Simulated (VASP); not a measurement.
Write the native input for VASP 6.6.1 that does the following.

- Task: single point
- Functional: PBE
- Potentials or basis: VASP PAW PBE potentials, release 64 (Cu, H)
- Cutoff: 520 eV
- k mesh: 5 × 5 × 1
- Occupations: gaussian, width 0.1 eV
- Spin: no spin polarisation
- Dipole correction: yes
- Further INCAR settings: ALGO = Fast; EDIFF = 1e-06; NBANDS = 80

The structure of Cu6H lies in POSCAR:

```
Cu6H
1.0
    5.1332392722      0.0000000000      0.0000000000
    0.0000000000      5.1332392722      0.0000000000
    0.0000000000      0.0000000000     21.5289058579
Cu H
12 2
Direct
    0.2500000000      0.2500000000      0.1857967157
    0.2500000000      0.7500000000      0.1857967157
    0.7500000000      0.2500000000      0.1857967157
    0.7500000000      0.7500000000      0.1857967157
    0.0000000000      0.0000000000      0.2677566944
    0.0000000000      0.5000000000      0.2677566944
    0.5000000000      0.0000000000      0.2677566944
    0.5000000000      0.5000000000      0.2677566944
    0.2500000000      0.2500000000      0.3497114952
    0.2500000000      0.7500000000      0.3497114952
    0.7500000000      0.2500000000      0.3497114952
    0.7500000000      0.7500000000      0.3497114952
    0.0698992973      1.0000000000      0.3854773630
    0.4301007027      1.0000000000      0.3854773630
```

The input as run:

INCAR

```
PREC = Accurate ; ENCUT = 520
EDIFF = 1E-6 ; ISMEAR = 0
SIGMA = 0.1 ; LREAL = False
LASPH = True ; NELM = 100
ALGO = Fast ; ISIF = 2
LWAVE = False ; LCHARG = True
LDIPOL = True ; IDIPOL = 3
DIPOL = 0.5 0.5 0.285 ; GGA = PE
LELF = True ; LVHAR = True
LVACPOTAV = True ; NBANDS = 80
```

KPOINTS

```
Automatic mesh
0
Gamma
  5 5 1
```

Potentials or basis: VASP PAW PBE potentials, release 64 (Cu, H).

Launch:

```bash
$ cat potpaw_PBE.64/Cu/POTCAR potpaw_PBE.64/H/POTCAR > POTCAR
$ mpirun -np 1 vasp_std > vasp.out
```

Results of the run:

```yaml
Largest_force: 0.658 eV/Å
Band_gap_on_the_k_mesh: zero (bands 67 and 68 overlap by 0.51 eV)
```

It took 18 min on 1 thread of Oxide Virtual Turin-like Processor, on a shared host, peak memory 0.7 GiB.
